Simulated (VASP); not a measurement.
# AlN in VASP: notebook

The runs below take AlN through single point, with PBE.

Everything below comes from runs of VASP 6.6.1. Logs are shortened: lines on timing, memory, paths and dates and some standing lists are left out, and cuts for length are marked.

## Step 1: The cell of the first run

It takes space group R-3m (No. 166, trigonal). The conventional cell has a = 2.923 Å, b = 2.923 Å, c = 7.379 Å, α = 90.00°, β = 90.00°, γ = 120.00°. Al (site symmetry -3m) has 6 N at 2.09 Å within 2.8 Å. N (site symmetry -3m) has 6 Al at 2.09 Å within 2.8 Å.

## Step 2: Single point, PBE

Input file INCAR:

```
ALGO = Normal ; EDIFF = 1E-7
ENCUT = 520 ; GGA = PE
ISIF = 2 ; ISMEAR = 0
LASPH = True ; LCHARG = False
LREAL = False ; LWAVE = False
NBANDS = 11 ; NELM = 80
PREC = Accurate ; SIGMA = 0.05
```

Input file KPOINTS:

```
k-points
0
Gamma
  10 10 10
```

Input file POSCAR:

```
AlN
1.0
    0.0421645289      2.1090531995      2.1090531995
    2.1090531995      0.0421645289      2.1090531995
    2.1090531995      2.1090531995      0.0421645289
Al N
1 1
Direct
    0.5000000000      0.5000000000      0.5000000000
    0.0000000000      0.0000000000      0.0000000000
```

Potentials or basis: VASP PAW PBE potentials, release 64 (Al, N).

Command:

```
$ cat potpaw_PBE.64/Al/POTCAR potpaw_PBE.64/N/POTCAR > POTCAR
$ mpirun -np 1 vasp_std > vasp.out
```

OUTCAR:

```text
EDIFF = 1E-7
   ENCUT = 520
   GGA = PE
   ISIF = 2
   ISMEAR = 0
   LASPH = True
   LREAL = False
   NELM = 80
   PREC = Accurate

 ion  position               nearest neighbor table
   1  0.500  0.500  0.500-   2 2.09   2 2.09   2 2.09   2 2.09   2 2.09   2 2.09
   2  0.000  0.000  0.000-   1 2.09   1 2.09   1 2.09   1 2.09   1 2.09   1 2.09

  LATTYP: Found a trigonal (rhomboedric) cell.
 ALAT       =     2.9829496550
 COS(alpha) =     0.5198882638

  Lattice vectors:

 A1 = (   0.0421645289,   2.1090531995,   2.1090531995)
 A2 = (   2.1090531995,   0.0421645289,   2.1090531995)
 A3 = (   2.1090531995,   2.1090531995,   0.0421645289)

Analysis of symmetry for initial positions (statically):
=====================================================================
 Subroutine PRICEL returns:
 Original cell was already a primitive cell.

 Routine SETGRP: Setting up the symmetry group for a
 trigonal (rhombohedral) supercell.

 Subroutine GETGRP returns: Found 12 space group operations
 (whereof 12 operations were pure point group operations)
 out of a pool of 12 trial point group operations.

The static configuration has the point symmetry D_3d.

Analysis of symmetry for dynamics (positions and initial velocities):
=====================================================================
 Subroutine PRICEL returns:
 Original cell was already a primitive cell.

 Routine SETGRP: Setting up the symmetry group for a
 trigonal (rhombohedral) supercell.

 Subroutine GETGRP returns: Found 12 space group operations
 (whereof 12 operations were pure point group operations)
 out of a pool of 12 trial point group operations.

The dynamic configuration has the point symmetry D_3d.

 Subroutine INISYM returns: Found 12 space group operations
 (whereof 12 operations are pure point group operations),
 and found     1 'primitive' translations

----------------------------------------------------------------------------------------

                                     Primitive cell

  volume of cell :      18.2000

  direct lattice vectors                    reciprocal lattice vectors
     0.042164529  2.109053199  2.109053199    -0.244303712  0.239515284  0.239515284
     2.109053199  0.042164529  2.109053199     0.239515284 -0.244303712  0.239515284
     2.109053199  2.109053199  0.042164529     0.239515284  0.239515284 -0.244303712

  length of vectors
     2.982949655  2.982949655  2.982949655     0.417635542  0.417635542  0.417635542

  position of ions in fractional coordinates (direct lattice)
     0.500000000  0.500000000  0.500000000
     0.000000000  0.000000000  0.000000000

  ion indices of the primitive-cell ions
[... 81 lines left out ...]
   ISIF   =      2    stress and relaxation
   ISYM   =      2    0-nonsym 1-usesym 2-fastsym
   POTIM  = 0.5000    time-step for ionic-motion
   TEBEG  =    0.0;   TEEND  =   0.0 temperature during run
   PSTRESS=    0.0 pullay stress
   NELECT =       8.0000    total number of electrons
   NUPDOWN=      -1.0000    fix difference up-down
   EMIN   =  10.00;   EMAX   =-10.00  energy-range for DOS
   EFERMI =   0.00;   METHOD = LEGACY
   ISMEAR =     0;   SIGMA  =   0.05  broadening in eV -4-tet -1-fermi 0-gaus
   EFERMI_NEDOS =   21; number of points for ismear=-14 and -15
   IALGO  =     38    algorithm
   IMIX   =      4    mixing-type and parameters
     AMIX     =   0.40;   BMIX     =  1.00
     AMIX_MAG =   1.60;   BMIX_MAG =  1.00
  volume/ion in A,a.u.               =       9.10        61.41
  Fermi-wavevector in a.u.,A,eV,Ry     =   1.244747  2.352230 21.080794  1.549395
  Thomas-Fermi vector in A             =   2.379000
   LORBIT       =      0    0 simple, 1 ext, 2 COOP (PROOUT), +10 PAW based schemes
   GGA     = PE    functional components
   LHFCALC =     F    Hartree Fock is set to
   AEXX    =    0.0000 exact exchange contribution
   IVDW    =     0    specifies the selected vdW correction
   LEPSILON=     F    determine dielectric tensor
   LRPA    =     F    only Hartree local field effects (RPA)
 non-spin polarized calculation
 Gauss-broadening in eV      SIGMA  =   0.05
  energy-cutoff  :      520.00
  volume of cell :       18.20
 maximum number of plane-waves:       531
 NGX is ok and might be reduce to    24
   NGX = 11   NGY = 11   NGZ = 11

 number of electron       8.0000001 magnetization

 Free energy of the ion-electron system (eV)
  ---------------------------------------------------
  ext. energy  EPLUGINS =         0.00000000
  ---------------------------------------------------
  free energy    TOTEN  =       -14.45213573 eV

  energy without entropy =      -14.45213573  energy(sigma->0) =      -14.45213573

 E-fermi :   9.1054     XC(G=0): -11.8420

 val. band max:        8.8982939108   @ k =   0.0000   0.0000   0.0000
 cond. band min:      12.4201414431   @ k =   0.5000   0.5000  -0.0000
 fundamental gap:      3.5218475323
 Fermi energy:         9.1054226944

 k-point     1 :       0.0000    0.0000    0.0000
  band No.  band energies     occupation
      1      -7.9469      2.00000
      2       8.4950      2.00000
      3       8.8983      2.00000
      4       8.8983      2.00000
      5      13.0736      0.00000
      6      20.0956      0.00000
      7      20.8986      0.00000
      8      20.8986      0.00000
      9      25.2685      0.00000
     10      25.8637      0.00000
     11      25.8637      0.00000
[... 309 lines left out ...]
 k-point    24 :       0.4000    0.3000   -0.0000
  band No.  band energies     occupation
      1      -5.2455      2.00000
      2       3.3111      2.00000
      3       6.3675      2.00000
      4       6.5186      2.00000
      5      13.9422      0.00000
      6      15.7397      0.00000
      7      19.8666      0.00000
      8      23.1164      0.00000
      9      23.9110      0.00000
     10      29.5155      0.00000
     11      32.1931      0.00000

 [... further k-points ...]
[... 5 lines left out ...]
  --------------------------------------------------------------------------------------
  -------------------------------------------------------------------------------------
  Total       -1.8874688     -1.8874688     -1.8874688     -0.6454906     -0.6454906     -0.6454906
  in kB     -166.1571299   -166.1571299   -166.1571299    -56.8236498    -56.8236498    -56.8236498
  external PRESSURE =    -166.1571299 kB  Pullay stress =       0.0000000 kB

 VOLUME and BASIS-vectors are now :
 -----------------------------------------------------------------------------
  energy-cutoff  :      520.00
  volume of cell :       18.20
      direct lattice vectors                 reciprocal lattice vectors
     0.042164529  2.109053199  2.109053199    -0.244303712  0.239515284  0.239515284
     2.109053199  0.042164529  2.109053199     0.239515284 -0.244303712  0.239515284
     2.109053199  2.109053199  0.042164529     0.239515284  0.239515284 -0.244303712

 POSITION                                       TOTAL-FORCE (eV/Angst)
 -----------------------------------------------------------------------------------
      2.13014      2.13014      2.13014        -0.000000      0.000000     -0.000000
      0.00000      0.00000      0.00000         0.000000     -0.000000      0.000000
 -----------------------------------------------------------------------------------
    total drift:                                0.000000     -0.000000     -0.000000

  FREE ENERGIE OF THE ION-ELECTRON SYSTEM (eV)
  ---------------------------------------------------
  free  energy   TOTEN  =       -14.4521357271 eV

  energy  without entropy=      -14.4521357271  energy(sigma->0) =      -14.45213573
```

OSZICAR:

```text
N       E                     dE             d eps       ncg     rms          rms(c)
DAV:   1     0.706593933797E+01    0.70659E+01   -0.38959E+03  2560   0.659E+02
DAV:   2    -0.154116083347E+02   -0.22478E+02   -0.21321E+02  3155   0.119E+02
DAV:   3    -0.161256668062E+02   -0.71406E+00   -0.71262E+00  3067   0.194E+01
DAV:   4    -0.161280634232E+02   -0.23966E-02   -0.23965E-02  2850   0.124E+00
DAV:   5    -0.161280822999E+02   -0.18877E-04   -0.18877E-04  3007   0.113E-01    0.727E+00
DAV:   6    -0.144675107505E+02    0.16606E+01   -0.80484E+00  2828   0.144E+01    0.250E+00
DAV:   7    -0.144597102786E+02    0.78005E-02   -0.14102E-01  2792   0.291E+00    0.169E+00
DAV:   8    -0.144525260360E+02    0.71842E-02   -0.19285E-02  2687   0.120E+00    0.341E-01
DAV:   9    -0.144520773337E+02    0.44870E-03   -0.18855E-03  2914   0.251E-01    0.147E-01
DAV:  10    -0.144521409125E+02   -0.63579E-04   -0.15776E-04  2787   0.936E-02    0.354E-02
DAV:  11    -0.144521360408E+02    0.48717E-05   -0.14480E-05  2963   0.212E-02    0.828E-03
DAV:  12    -0.144521357618E+02    0.27904E-06   -0.54623E-07  2795   0.622E-03    0.127E-03
DAV:  13    -0.144521357271E+02    0.34618E-07   -0.96923E-09  1483   0.667E-04
   1 F= -.14452136E+02 E0= -.14452136E+02  d E =-.198850E-11
```

stdout:

```text
POSCAR found type information on POSCAR AlN
 POSCAR found :  2 types and       2 ions
 scaLAPACK will be used
 LDA part: xc-table for (Slater+PW92), standard interpolation
 POSCAR, INCAR and KPOINTS ok, starting setup
 FFT: planning ... GRIDC
 FFT: planning ... GRID_SOFT
 FFT: planning ... GRID
 WAVECAR not read
 entering main loop
```

It took 51 s on 1 thread of AMD EPYC 7R13, shared host; peak memory 0.12 GiB.

What came out:

```yaml
Free_energy: -14.4521 eV
Pressure: -16.6 GPa
Band_gap_on_the_k_mesh: 3.52 eV, indirect (least direct gap 4.18 eV)
```

Levels at points of the mesh, in eV from the valence-band top:
```
           k point  band 2  band 3  band 4  band 5  band 6  band 7
(0.00, 0.00, 0.00)   -0.40    0.00    0.00    4.18   11.20   12.00
(0.50, 0.00, 0.00)   -7.77   -1.23   -0.98    5.25    9.84   10.11
(0.50, 0.50, 0.00)   -6.89   -2.88   -2.49    3.52    5.37   12.71
(0.50, 0.50, 0.50)   -8.06   -0.85   -0.85    5.78   10.54   10.54
```

A k mesh can miss the band edges. A hybrid or GW would open this gap; PBE tends to underestimate it.

## Step 3: Single point, PBE

This run uses another cell than the first one, of 9.44 Å³/atom, 1.037 times its volume.

Input file INCAR:

```
  ALGO = Normal
  EDIFF = 1E-7
  ENCUT = 520
  GGA = PE
  ISIF = 2
  ISMEAR = 0
  LASPH = True
  LCHARG = False
  LREAL = False
  LWAVE = False
  NBANDS = 11
  NELM = 100
  PREC = Accurate
  SIGMA = 0.05
```

KPOINTS is that of step 2.

Input file POSCAR:

```
AlN
1.0
    0.0857478402      2.1569517094      2.1569517094
    2.1569517094      0.0857478402      2.1569517094
    2.1569517094      2.1569517094      0.0857478402
Al N
1 1
Direct
    0.5000000000      0.5000000000      0.5000000000
    0.0000000000      0.0000000000      0.0000000000
```

Potentials or basis: VASP PAW PBE potentials, release 64 (Al, N).

Command:

```
$ cat potpaw_PBE.64/Al/POTCAR potpaw_PBE.64/N/POTCAR > POTCAR
$ mpirun -np 1 vasp_std > vasp.out
```

It took 51 s on 1 thread of AMD EPYC 7R13, shared host; peak memory 0.12 GiB.

The run converged. Its results:

* Free energy: -14.3112 eV
* Pressure: -22.5 GPa
* Band gap on the k mesh: 2.95 eV, indirect (least direct gap 3.45 eV)

Stress tensor (GPa, compression positive):
```
-22.46 -11.07 -11.07
-11.07 -22.46 -11.07
-11.07 -11.07 -22.46
```

Levels at points of the mesh, in eV from the valence-band top:
```tsv
k point	band 1	band 2	band 3	band 4	band 5	band 6	band 7	band 8
(0.00, 0.00, 0.00)	-16.68	-0.81	0.00	0.00	3.45	10.56	12.00	12.00
(0.50, 0.00, 0.00)	-13.84	-7.63	-1.48	-0.98	4.69	9.26	9.71	11.09
(0.50, 0.50, 0.00)	-13.11	-6.80	-3.10	-2.35	2.95	5.40	11.98	15.01
(0.50, 0.50, 0.50)	-14.17	-8.21	-0.74	-0.74	5.78	10.54	10.54	10.59
```

A k mesh can miss the band edges. PBE gaps usually lie below the measured ones, often by a third to a half.

## Step 4: Single point, PBE

This run uses another cell than the first one, of 9.44 Å³/atom, 1.037 times its volume.

Input file INCAR:

```
SYSTEM = AlN
PREC = Accurate
ENCUT = 520
EDIFF = 1E-6
ISMEAR = 0
SIGMA = 0.05
LREAL = .False.
LASPH = .True.
NELM = 100
ALGO = Normal
ISIF = 2
LWAVE = .False.
LCHARG = .False.
GGA = PE
NBANDS = 11
```

Input file KPOINTS:

```
Automatic mesh
0
Gamma
  10 10 10
  0 0 0
```

Input file POSCAR:

```
AlN
1.0
   -0.0840883474      2.0720231241      2.0720231241
    2.0720231241     -0.0840883474      2.0720231241
    2.0720231241      2.0720231241     -0.0840883474
Al N
1 1
Direct
    0.5000000000      0.5000000000      0.5000000000
    0.0000000000      0.0000000000      0.0000000000
```

Potentials or basis: VASP PAW PBE potentials, release 64 (Al, N).

Command:

```
$ cat potpaw_PBE.64/Al/POTCAR potpaw_PBE.64/N/POTCAR > POTCAR
$ mpirun -np 1 vasp_std > vasp.out
```

OUTCAR:

```text
SYSTEM = AlN
   PREC = Accurate
   ENCUT = 520
   EDIFF = 1E-6
   ISMEAR = 0
   LREAL = .False.
   LASPH = .True.
   NELM = 100
   ISIF = 2
   GGA = PE

 ion  position               nearest neighbor table
   1  0.500  0.500  0.500-   2 2.11   2 2.11   2 2.11   2 2.11   2 2.11   2 2.11
   2  0.000  0.000  0.000-   1 2.11   1 2.11   1 2.11   1 2.11   1 2.11   1 2.11

  LATTYP: Found a trigonal (rhomboedric) cell.
 ALAT       =     2.9314894685
 COS(alpha) =     0.4590392645

  Lattice vectors:

 A1 = (  -0.0840883474,   2.0720231241,   2.0720231241)
[... 524 lines left out ...]

  FORCE on cell =-STRESS in cart. coord.  units (eV):
  Direction    XX          YY          ZZ          XY          YZ          ZX
  --------------------------------------------------------------------------------------
  -------------------------------------------------------------------------------------
  Total       -2.6501420     -2.6501420     -2.6501420      1.1467591      1.1467591      1.1467591
  in kB     -224.9654273   -224.9654273   -224.9654273     97.3461637     97.3461637     97.3461637
  external PRESSURE =    -224.9654273 kB  Pullay stress =       0.0000000 kB

 VOLUME and BASIS-vectors are now :
 -----------------------------------------------------------------------------
  energy-cutoff  :      520.00
  volume of cell :       18.87
      direct lattice vectors                 reciprocal lattice vectors
    -0.084088347  2.072023124  2.072023124    -0.227095951  0.236701962  0.236701962
     2.072023124 -0.084088347  2.072023124     0.236701962 -0.227095951  0.236701962
     2.072023124  2.072023124 -0.084088347     0.236701962  0.236701962 -0.227095951

 POSITION                                       TOTAL-FORCE (eV/Angst)
 -----------------------------------------------------------------------------------
      2.02998      2.02998      2.02998         0.000000     -0.000000      0.000000
      0.00000      0.00000      0.00000        -0.000000      0.000000     -0.000000
 -----------------------------------------------------------------------------------
    total drift:                                0.000000     -0.000000     -0.000000

  FREE ENERGIE OF THE ION-ELECTRON SYSTEM (eV)
  ---------------------------------------------------
  free  energy   TOTEN  =       -14.3174961164 eV

  energy  without entropy=      -14.3174961164  energy(sigma->0) =      -14.31749612
```

Run time: 47 s. Hardware: 1 thread of AMD EPYC 7R13, shared host; peak memory 0.12 GiB.

Results:

* Free energy: -14.3175 eV
* Pressure: -22.5 GPa
* Band gap on the k mesh: 2.76 eV, indirect (least direct gap 3.30 eV)

Levels at points of the mesh, in eV from the valence-band top:
```tsv
k point	band 2	band 3	band 4	band 5	band 6	band 7
(0.00, 0.00, 0.00)	-0.70	-0.70	0.00	3.30	10.70	10.70
(0.50, 0.00, 0.00)	-8.11	-1.41	-0.96	4.99	9.49	10.21
(0.50, 0.50, 0.00)	-6.99	-3.30	-2.54	2.76	5.21	11.83
(0.50, 0.50, 0.50)	-7.55	-1.67	-1.67	4.15	8.66	8.66
```

## Step 5: Single point, PBE

This run uses another cell than the first one, of 9.44 Å³/atom, 1.037 times its volume.

Input file INCAR:

```
  ALGO = Normal
  EDIFF = 1E-6
  ENCUT = 520
  GGA = PE
  ISIF = 2
  ISMEAR = 0
  LASPH = True
  LCHARG = True
  LELF = True
  LREAL = False
  LVHAR = True
  LWAVE = False
  NBANDS = 11
  NELM = 100
  PREC = Accurate
  SIGMA = 0.05
```

Input file KPOINTS:

```
k-points
0
Gamma
  10 10 10
```

Input file POSCAR:

```
AlN
1.0
    0.0426787253      2.1347731028      2.1347731028
    2.1347731028      0.0426787253      2.1347731028
    2.1347731028      2.1347731028      0.0426787253
Al N
1 1
Direct
    0.5000000000      0.5000000000      0.5000000000
    0.0000000000      0.0000000000      0.0000000000
```

Command:

```
$ cat potpaw_PBE.64/Al/POTCAR potpaw_PBE.64/N/POTCAR > POTCAR
$ mpirun -np 1 vasp_std > vasp.out
```

It took 48 s on 1 thread of AMD EPYC 7R13, shared host; peak memory 0.12 GiB.

It converged, with:

| Quantity | Value |
| --- | --- |
| Free energy | -14.3694 eV |
| Pressure | -22.7 GPa |
| Band gap on the k mesh | 3.22 eV, indirect (least direct gap 3.72 eV) |

Stress tensor (GPa, compression positive):
```
-22.70  -5.39  -5.39
 -5.39 -22.70  -5.39
 -5.39  -5.39 -22.70
```

Levels at points of the mesh, in eV from the valence-band top:
```tsv
k point	band 2	band 3	band 4	band 5	band 6	band 7
(0.00, 0.00, 0.00)	-0.39	0.00	0.00	3.72	11.09	11.88
(0.50, 0.00, 0.00)	-7.56	-1.16	-0.92	5.04	9.58	9.84
(0.50, 0.50, 0.00)	-6.66	-2.78	-2.41	3.22	5.40	12.30
(0.50, 0.50, 0.50)	-7.85	-0.80	-0.80	5.56	10.25	10.25
```

A k mesh can miss the band edges.

[end of part 1 of 2]
